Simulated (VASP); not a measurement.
# Si4W in VASP: further runs

Runs on Si4W. Level: PBE. Tasks: single point, relaxation of cell and atoms.

All numbers are computed with VASP 6.6.1; they aren't measurements. Logs are shortened: lines on timing, memory, paths and dates and some standing lists are left out, and cuts for length are marked.

## 1. The cell of the first run

Symmetry: I4/mmm, No. 139, tetragonal system. The conventional cell has a = 3.330 Å, b = 3.330 Å, c = 12.714 Å, α = 90.00°, β = 90.00°, γ = 90.00°. Si (site symmetry 4mm) has 9 Si at 2.44 to 2.75 Å and 1 W at 2.67 Å within 3.2 Å. Within 3.2 Å of Si (site symmetry 4mm) lie 6 Si at 2.44 to 2.75 Å and 4 W at 2.67 Å. Within 3.5 Å of W (site symmetry 4/mmm) lie 10 Si at 2.67 Å and 4 W at 3.33 Å.

## 2. Single point, PBE

INCAR

```
SYSTEM = Si4W
PREC = Accurate ; ENCUT = 520
EDIFF = 1E-6 ; ISMEAR = 0
SIGMA = 0.2 ; LREAL = .False.
LASPH = .True. ; NELM = 100
ALGO = Normal ; ISIF = 2
LWAVE = .False. ; LCHARG = .False.
GGA = PE ; NBANDS = 23
```

KPOINTS

```
regular mesh
0
Gamma
  7 7 7
  0 0 0
```

POSCAR

```
Si4W
1.0
   -1.6650566496      1.6650566496      6.3567916832
    1.6650566496     -1.6650566496      6.3567916832
    1.6650566496      1.6650566496     -6.3567916832
Si W
4 1
Direct
    0.2099929020      0.2099929020      0.0000000000
    0.7900070980      0.7900070980      0.0000000000
    0.4017275840      0.4017275840      0.0000000000
    0.5982724160      0.5982724160      0.0000000000
    0.0000000000      0.0000000000      0.0000000000
```

Potentials or basis: VASP PAW PBE potentials, release 64 (Si, W_sv).

On the command line:

```sh
cat potpaw_PBE.64/Si/POTCAR potpaw_PBE.64/W_sv/POTCAR > POTCAR
mpirun -np 1 vasp_std > vasp.out
```

OUTCAR:

```text
SYSTEM = Si4W
   PREC = Accurate
   ENCUT = 520
   EDIFF = 1E-6
   ISMEAR = 0
   LREAL = .False.
   LASPH = .True.
   NELM = 100
   ISIF = 2
   GGA = PE

 ion  position               nearest neighbor table
   1  0.210  0.210  0.000-   3 2.44   2 2.57   2 2.57   2 2.57   2 2.57   5 2.67   4 2.75   4 2.75
                             4 2.75   4 2.75
   2  0.790  0.790  0.000-   4 2.44   1 2.57   1 2.57   1 2.57   1 2.57   5 2.67   3 2.75   3 2.75
                             3 2.75   3 2.75
   3  0.402  0.402  0.000-   1 2.44   4 2.50   5 2.67   5 2.67   5 2.67   5 2.67   2 2.75   2 2.75
                             2 2.75   2 2.75
   4  0.598  0.598  0.000-   2 2.44   3 2.50   5 2.67   5 2.67   5 2.67   5 2.67   1 2.75   1 2.75
                             1 2.75   1 2.75
   5  0.000  0.000  0.000-   4 2.67   4 2.67   4 2.67   3 2.67   4 2.67   3 2.67   3 2.67   3 2.67
                             1 2.67   2 2.67

  LATTYP: Found a body centered tetragonal cell.
 ALAT       =     3.3301132992
 C/A-ratio  =     3.8177630081

  Lattice vectors:

 A1 = (  -1.6650566496,   1.6650566496,   6.3567916832)
 A2 = (   1.6650566496,  -1.6650566496,   6.3567916832)
 A3 = (   1.6650566496,   1.6650566496,  -6.3567916832)

Analysis of symmetry for initial positions (statically):
=====================================================================
 Subroutine PRICEL returns:
 Original cell was already a primitive cell.

 Routine SETGRP: Setting up the symmetry group for a
 body centered tetragonal supercell.

 Subroutine GETGRP returns: Found 16 space group operations
 (whereof 16 operations were pure point group operations)
 out of a pool of 16 trial point group operations.

The static configuration has the point symmetry D_4h.

Analysis of symmetry for dynamics (positions and initial velocities):
=====================================================================
 Subroutine PRICEL returns:
 Original cell was already a primitive cell.

 Routine SETGRP: Setting up the symmetry group for a
 body centered tetragonal supercell.

 Subroutine GETGRP returns: Found 16 space group operations
 (whereof 16 operations were pure point group operations)
 out of a pool of 16 trial point group operations.

The dynamic configuration has the point symmetry D_4h.

 Subroutine INISYM returns: Found 16 space group operations
 (whereof 16 operations are pure point group operations),
 and found     1 'primitive' translations

----------------------------------------------------------------------------------------

                                     Primitive cell

  volume of cell :      70.4946

  direct lattice vectors                    reciprocal lattice vectors
    -1.665056650  1.665056650  6.356791683     0.000000000  0.300290083  0.078656030
     1.665056650 -1.665056650  6.356791683     0.300290083  0.000000000  0.078656030
     1.665056650  1.665056650 -6.356791683     0.300290083  0.300290083  0.000000000

  length of vectors
     6.778910517  6.778910517  6.778910517     0.310420530  0.310420530  0.424674308

  position of ions in fractional coordinates (direct lattice)
     0.209992902  0.209992902  0.000000000
     0.790007098  0.790007098  0.000000000
     0.401727584  0.401727584  0.000000000
     0.598272416  0.598272416  0.000000000
     0.000000000  0.000000000  0.000000000

  ion indices of the primitive-cell ions
   primitive index   ion index
                 1           1
                 2           2
                 3           3
                 4           4
                 5           5

----------------------------------------------------------------------------------------

 KPOINTS: regular mesh

Automatic generation of k-mesh.
 Grid dimensions read from file:
 generate k-points for:    7    7    7

 Generating k-lattice:

  Cartesian coordinates                     Fractional coordinates (reciprocal lattice)
     0.000000000  0.042898583  0.011236576     0.142857143 -0.000000000  0.000000000
     0.042898583  0.000000000  0.011236576    -0.000000000  0.142857143  0.000000000
     0.042898583  0.042898583  0.000000000     0.000000000  0.000000000  0.142857143

  Length of vectors
     0.044345790  0.044345790  0.060667758

  Shift w.r.t. Gamma in fractional coordinates (k-lattice)
     0.000000000  0.000000000  0.000000000

 Subroutine IBZKPT returns following result:
 ===========================================

 Found     40 irreducible k-points:

 Following reciprocal coordinates:
            Coordinates               Weight
  0.000000  0.000000  0.000000      1.000000
  0.142857  0.000000  0.000000      8.000000
  0.285714  0.000000  0.000000      8.000000
  0.428571  0.000000 -0.000000      8.000000
  0.142857  0.142857  0.000000      8.000000
  0.285714  0.142857 -0.000000     16.000000
[... 16 lines left out ...]
 -0.142857  0.285714  0.142857      8.000000
 -0.428571  0.428571  0.142857      8.000000
 [... further k-points ...]
[... 41 lines left out ...]
   LEPSILON=     F    determine dielectric tensor
   LRPA    =     F    only Hartree local field effects (RPA)
 non-spin polarized calculation
 Gauss-broadening in eV      SIGMA  =   0.20
  energy-cutoff  :      520.00
  volume of cell :       70.49
 maximum number of plane-waves:      1911
   NGX = 25   NGY = 25   NGZ = 25

 number of electron      29.9999999 magnetization

 Free energy of the ion-electron system (eV)
  ---------------------------------------------------
  ext. energy  EPLUGINS =         0.00000000
  ---------------------------------------------------
  free energy    TOTEN  =       -33.81521706 eV

  energy without entropy =      -33.77419024  energy(sigma->0) =      -33.79470365

 E-fermi :  11.3414     XC(G=0): -11.8891

 val. band max:       11.2513317882   @ k =   0.1429   0.0000   0.0000
 cond. band min:      11.3781118139   @ k =  -0.2857   0.2857   0.2857
 fundamental gap:      0.1267800257
 Fermi energy:        11.3414184140

 k-point     1 :       0.0000    0.0000    0.0000
  band No.  band energies     occupation
      1     -63.1647      2.00000
      2     -27.4036      2.00000
      3     -27.3708      2.00000
      4     -27.3708      2.00000
      5      -3.3153      2.00000
      6       0.5132      2.00000
[... 15 lines left out ...]
     22      17.0807      0.00000
     23      17.0807      0.00000

 k-point     2 :       0.1429    0.0000    0.0000
  band No.  band energies     occupation
      1     -63.1639      2.00000
      2     -27.4007      2.00000
      3     -27.3983      2.00000
      4     -27.3682      2.00000
      5      -3.0211      2.00000
      6       0.4348      2.00000
[... 15 lines left out ...]
     22      16.7036      0.00000
     23      17.3968      0.00000

 k-point     3 :       0.2857    0.0000    0.0000
  band No.  band energies     occupation
      1     -63.1620      2.00000
      2     -27.4596      2.00000
      3     -27.3940      2.00000
      4     -27.3623      2.00000
      5      -2.1582      2.00000
      6       0.7695      2.00000
[... 15 lines left out ...]
     22      16.2125      0.00000
     23      16.7160      0.00000

 k-point     4 :       0.4286    0.0000   -0.0000
  band No.  band energies     occupation
      1     -63.1605      2.00000
      2     -27.5083      2.00000
      3     -27.3886      2.00000
      4     -27.3576      2.00000
      5      -0.7825      2.00000
      6       0.8887      2.00000
[... 15 lines left out ...]
     22      15.7545      0.00000
     23      16.1902      0.00000

 k-point     5 :       0.1429    0.1429    0.0000
  band No.  band energies     occupation
      1     -63.1630      2.00000
      2     -27.3978      2.00000
      3     -27.3966      2.00000
      4     -27.3943      2.00000
      5      -2.6997      2.00000
      6       0.2715      2.00000
[... 434 lines left out ...]
 k-point    22 :      -0.2857    0.2857    0.1429
  band No.  band energies     occupation
      1     -63.1597      2.00000
      2     -27.5045      2.00000
      3     -27.3859      2.00000
      4     -27.3840      2.00000
      5      -0.6581      2.00000
      6       1.3295      2.00000
[... 15 lines left out ...]
     22      16.4090      0.00000
     23      16.7083      0.00000

 k-point    23 :      -0.1429    0.2857    0.1429
  band No.  band energies     occupation
      1     -63.1605      2.00000
      2     -27.5083      2.00000
      3     -27.3886      2.00000
      4     -27.3577      2.00000
      5      -0.8825      2.00000
      6       1.0524      2.00000
[... 15 lines left out ...]
     22      15.8195      0.00000
     23      15.9699      0.00000

 k-point    24 :      -0.4286    0.4286    0.1429
  band No.  band energies     occupation
      1     -63.1579      2.00000
      2     -27.4962      2.00000
      3     -27.4427      2.00000
      4     -27.3799      2.00000
      5       0.4672      2.00000
      6       1.0452      2.00000
[... 15 lines left out ...]
     22      15.9062      0.00000
     23      17.2051      0.00000

 [... further k-points ...]
[... 5 lines left out ...]
  --------------------------------------------------------------------------------------
  -------------------------------------------------------------------------------------
  Total        0.0156523      0.0156523      0.0084035      0.0000000      0.0000000      0.0000000
  in kB        0.3557396      0.3557396      0.1909926      0.0000000      0.0000000      0.0000000
  external PRESSURE =       0.3008239 kB  Pullay stress =       0.0000000 kB

 VOLUME and BASIS-vectors are now :
 -----------------------------------------------------------------------------
  energy-cutoff  :      520.00
  volume of cell :       70.49
      direct lattice vectors                 reciprocal lattice vectors
    -1.665056650  1.665056650  6.356791683     0.000000000  0.300290083  0.078656030
     1.665056650 -1.665056650  6.356791683     0.300290083  0.000000000  0.078656030
     1.665056650  1.665056650 -6.356791683     0.300290083  0.300290083  0.000000000

 POSITION                                       TOTAL-FORCE (eV/Angst)
 -----------------------------------------------------------------------------------
      0.00000      0.00000      2.66976         0.000000      0.000000      0.019397
      0.00000      0.00000     10.04382         0.000000      0.000000     -0.019397
      0.00000      0.00000      5.10740        -0.000000     -0.000000     -0.000524
      0.00000      0.00000      7.60619        -0.000000     -0.000000      0.000524
      0.00000      0.00000      0.00000        -0.000000     -0.000000      0.000000
 -----------------------------------------------------------------------------------
    total drift:                               -0.000000      0.000000      0.000000

  FREE ENERGIE OF THE ION-ELECTRON SYSTEM (eV)
  ---------------------------------------------------
  free  energy   TOTEN  =       -33.8152170616 eV

  energy  without entropy=      -33.7741902445  energy(sigma->0) =      -33.79470365
```

Run time: 2.7 min. Hardware: 1 thread of Intel Xeon Platinum 8488C (Sapphire Rapids), shared host; peak memory 0.36 GiB.

What came out:

- Free energy: -33.8152 eV
- Pressure: 0.0 GPa
- Largest force: 0.019 eV/Å
- Band gap on the k mesh: zero (bands 15 and 16 overlap by 1.55 eV)

Forces on the atoms (eV/Å):
```
Si   0.000  0.000  0.019
Si   0.000  0.000 -0.019
Si   0.000  0.000 -0.001
Si   0.000  0.000  0.001
W    0.000  0.000  0.000
```

Caveat: spin-orbit coupling is left out, which moves the levels of the heavy elements.

## 3. Single point, PBE

This run uses another cell than the first one, of 16.75 Å³/atom.

INCAR

```
PREC     = Accurate       # precision mode
ENCUT    = 520            # plane-wave cutoff, eV
EDIFF    = 1E-6           # SCF threshold, eV
ISMEAR   = 0              # smearing method
SIGMA    = 0.1            # smearing width, eV
LREAL    = F              # projectors in reciprocal space
LASPH    = T              # aspherical terms in the spheres
NELM     = 80             # most SCF steps
ALGO     = Normal         # electronic algorithm
ISIF     = 2              # what is computed and relaxed
LWAVE    = F              # write WAVECAR
LCHARG   = T              # write CHGCAR
GGA      = PE             # functional
LELF     = T              # ELF
LVHAR    = T            
NBANDS   = 23             # bands
```

KPOINTS

```
regular mesh
0
Gamma
  8 8 8
```

POSCAR

```
Si4W
1.0
   -2.3418981995      2.9732710722      3.0061100045
    2.3418981995     -2.9732710722      3.0061100045
    2.3418981995      2.9732710722     -3.0061100045
Si W
4 1
Direct
    0.0027390142      0.3061533626      0.6965856516
    0.9972609858      0.6938466374      0.3034143484
    0.3904322890      0.6938466374      0.6965856516
    0.6095677110      0.3061533626      0.3034143484
    0.0000000000      0.0000000000      0.0000000000
```

Potentials or basis: VASP PAW PBE potentials, release 64 (Si, W_sv).

On the command line:

```sh
cat potpaw_PBE.64/Si/POTCAR potpaw_PBE.64/W_sv/POTCAR > POTCAR
mpirun -np 1 vasp_std > vasp.out
```

Wall time 2 min (1 thread of Intel Xeon Platinum 8488C (Sapphire Rapids), shared host); peak memory 0.3 GiB.

Results (log left out):

```yaml
Free_energy: -33.5051 eV
Pressure: 0.0 GPa
Largest_force: 0.012 eV/Å
Band_gap_on_the_k_mesh: zero (bands 15 and 16 overlap by 1.65 eV)
```

Forces in eV/Å, atoms in the order of the input:
```
Si   0.000 -0.008  0.008
Si   0.000  0.008 -0.008
Si   0.000 -0.008 -0.008
Si   0.000  0.008  0.008
W    0.000  0.000  0.000
```

Stress tensor (GPa, compression positive):
```
 0.01  0.00  0.00
 0.00 -0.08  0.00
 0.00  0.00 -0.07
```

Levels at points of the mesh, in eV from the Fermi level:
```tsv
k point	band 12	band 13	band 14	band 15	band 16	band 17	band 18	band 19
(0.00, 0.00, 0.00)	-1.46	-1.27	-1.10	-0.67	-0.60	1.98	2.45	2.72
(0.50, 0.00, 0.00)	-3.14	-1.58	-0.95	-0.89	0.38	1.45	1.77	3.06
(0.00, 0.50, 0.00)	-2.57	-2.19	-1.95	0.80	0.98	2.92	3.21	3.28
(0.50, 0.50, 0.00)	-2.44	-2.09	-2.00	0.80	0.93	2.97	3.26	3.29
(0.50, 0.50, 0.50)	-1.79	-1.78	-1.25	-0.04	0.01	1.12	1.36	3.12
```

Caveat: spin-orbit coupling is left out, which moves the levels of the heavy elements.

## 4. Relaxation of cell and atoms, PBE

This run uses another cell than the first one, of 14.90 Å³/atom.

INCAR

```
  PREC = Accurate
  ENCUT = 600
  EDIFF = 1E-6
  ISMEAR = 0
  SIGMA = 0.2
  LREAL = F
  LASPH = T
  NELM = 80
  ALGO = Normal
  ISIF = 3
  LWAVE = F
  LCHARG = F
  GGA = PE
  IBRION = 2
  NSW = 36
  EDIFFG = -0.08
```

KPOINTS

```
Automatic mesh
0
Gamma
  7 7 7
```

POSCAR

```
Si4W
1.0
   -1.6000000000      1.6000000000      7.2750000000
    1.6000000000     -1.6000000000      7.2750000000
    1.6000000000      1.6000000000     -7.2750000000
Si W
4 1
Direct
    0.2000000000      0.2000000000      0.0000000000
    0.8000000000      0.8000000000      0.0000000000
    0.4000000000      0.4000000000      0.0000000000
    0.6000000000      0.6000000000      0.0000000000
    0.0000000000      0.0000000000      0.0000000000
```

On the command line:

```sh
cat potpaw_PBE.64/Si/POTCAR potpaw_PBE.64/W_sv/POTCAR > POTCAR
mpirun -np 1 vasp_std > vasp.out
```

It took 39 min on 1 thread of Intel Xeon Platinum 8488C (Sapphire Rapids), shared host; peak memory 0.64 GiB.

Results (log left out):

```
Free energy                           : -33.8151 eV
Relaxed volume                        : 14.08 Å³/atom
Relaxed cell                          : a = 6.782 Å, b = 6.782 Å, c = 6.782 Å, α = 151.60°, β = 151.60°, γ = 40.60°
Space group after relaxing (to 0.1 Å) : I4/mmm (No. 139)
Energy gained by relaxing             : 140.6 meV/atom
Ionic steps                           : 14
Pressure after relaxing               : 0.1 GPa
Largest force after relaxing          : 0.059 eV/Å
Band gap on the k mesh                : zero (bands 15 and 16 overlap by 1.57 eV)
```

Forces in eV/Å, atoms in the order of the input:
```
Si   0.000  0.000  0.059
Si   0.000  0.000 -0.059
Si   0.000  0.000  0.007
Si   0.000  0.000 -0.007
W    0.000  0.000  0.000
```

Stress tensor (GPa, compression positive):
```
 0.26  0.00  0.00
 0.00  0.26  0.00
 0.00  0.00 -0.12
```

The path:
```csv
step,energy change (eV),largest force (eV/Å),pressure (GPa),volume (Å³)
1,0.0000,1.0072,-6.94,74.50
2,-0.1848,0.3921,7.79,67.71
3,-0.2064,0.3222,3.67,69.24
4,-0.4060,0.6369,3.55,69.40
5,-0.1572,3.0589,8.53,69.17
6,-0.4897,0.8452,3.76,69.42
7,-0.4976,1.3494,4.49,69.40
8,-0.5725,1.2030,0.12,71.41
9,-0.5725,1.2008,0.07,71.43
10,-0.6622,0.5269,-1.55,71.61
11,-0.6872,0.2329,-2.66,71.77
12,-0.7020,0.0949,0.12,70.42
13,-0.7020,0.0890,0.23,70.36
14,-0.7029,0.0592,0.13,70.42
```

Final structure:
```
Si W
1.0
    -1.66365    1.66365    6.36115
     1.66365   -1.66365    6.36115
     1.66365    1.66365   -6.36115
Si W
4 1
Direct
  0.20967 0.20967 0.00000
  0.79033 0.79033 0.00000
  0.40163 0.40163 0.00000
  0.59837 0.59837 0.00000
  0.00000 0.00000 0.00000
```

Levels at points of the mesh, in eV from the Fermi level:
```csv
k point,band 11,band 12,band 13,band 14,band 15,band 16,band 17,band 18,band 19
"(0.00, 0.00, 0.00)",-3.32,-1.67,-0.43,-0.43,-0.33,-0.12,-0.12,-0.09,1.28
```

Caveat: spin-orbit coupling is left out, which moves the levels of the heavy elements; the relaxation stopped at a loose force limit of 0.08 eV/Å, so its end isn't a converged minimum.

## 5. Overview

| task | cell | k mesh | cutoff (eV) | smearing | gap on the mesh (eV) | pressure (GPa) | largest force (eV/Å) |
| --- | --- | --- | --- | --- | --- | --- | --- |
| single point | a = 6.779 Å, angles 151.6, 151.6, 40.7°, 5 atoms, atomic positions A | 7 × 7 × 7 | 520 | gaussian 0.2 eV | none | 0.0 | 0.02 |
| single point | a = 4.833 Å, angles 122.0, 104.1, 103.1°, 5 atoms, atomic positions B | 8 × 8 × 8 | 520 | gaussian 0.1 eV | none | 0.0 | 0.01 |
| relaxation of cell and atoms | relaxed from a = 7.619 Å, angles 155.8, 155.8, 34.6°, 5 atoms, atomic positions C | 7 × 7 × 7 | 600 | gaussian 0.2 eV | none | 0.1 | 0.06 |

Alike in all rows: level PBE; potentials or basis VASP PAW PBE potentials, release 64 (Si, W_sv); no spin polarisation.

Caveats: spin-orbit coupling is left out, which moves the levels of the heavy elements; the relaxation stopped at a loose force limit of 0.08 eV/Å, so its end isn't a converged minimum (at least some runs).

Absolute energies hang on the potentials; compare differences alone.

The gap in the log of VASP goes by the Fermi energy; the results here count the filled bands.